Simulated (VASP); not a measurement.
Wanted: the native input for a VASP 6.6.1 run.

```yaml
Task: single point
Functional: PBE
Potentials_or_basis: VASP PAW PBE potentials, release 64 (Ni)
Cutoff: 520 eV
k_mesh: 46 × 46 × 46
Occupations: fermi-dirac, width 0.0612256 eV
Spin: no spin polarisation
Dipole_correction: no
Further_INCAR_settings: ALGO = Normal; EDIFF = 1e-06; NBANDS = 11
```

The structure of Ni lies in POSCAR:

```
Ni
1.0
    2.3704219845      0.0000000000      0.0000000000
    0.0000000000      2.3704219845      0.0000000000
    0.0000000000      0.0000000000      2.3704219845
Ni
1
Direct
    0.0000000000      0.0000000000      0.0000000000
```

One way to write it, as run:

INCAR

```
PREC = Accurate ; ENCUT = 520
EDIFF = 1E-6 ; ISMEAR = -1
SIGMA = 0.06122561905347299 ; LREAL = False
LASPH = True ; NELM = 100
ALGO = Normal ; ISIF = 2
LWAVE = False ; LCHARG = True
GGA = PE ; LELF = True
LVHAR = True ; NBANDS = 11
```

KPOINTS

```
Automatic mesh
0
Gamma
  46 46 46
```

Potentials or basis: VASP PAW PBE potentials, release 64 (Ni).

Run with:

```bash
$ cat potpaw_PBE.64/Ni/POTCAR > POTCAR
$ mpirun -np 1 vasp_std > vasp.out
```

Results of the run:

- Pressure: -7.4 GPa
- Band gap on the k mesh: zero (band 5 reaches 7.46 eV, above the bottom of band 6 at 6.29 eV)

Caveat: the run has no spin polarisation, though such a crystal can be magnetic.

Run time: 4.7 min on 1 thread of AMD EPYC 7R43 64-Core Processor (Zen 3) (shared host), peak memory 0.41 GiB.
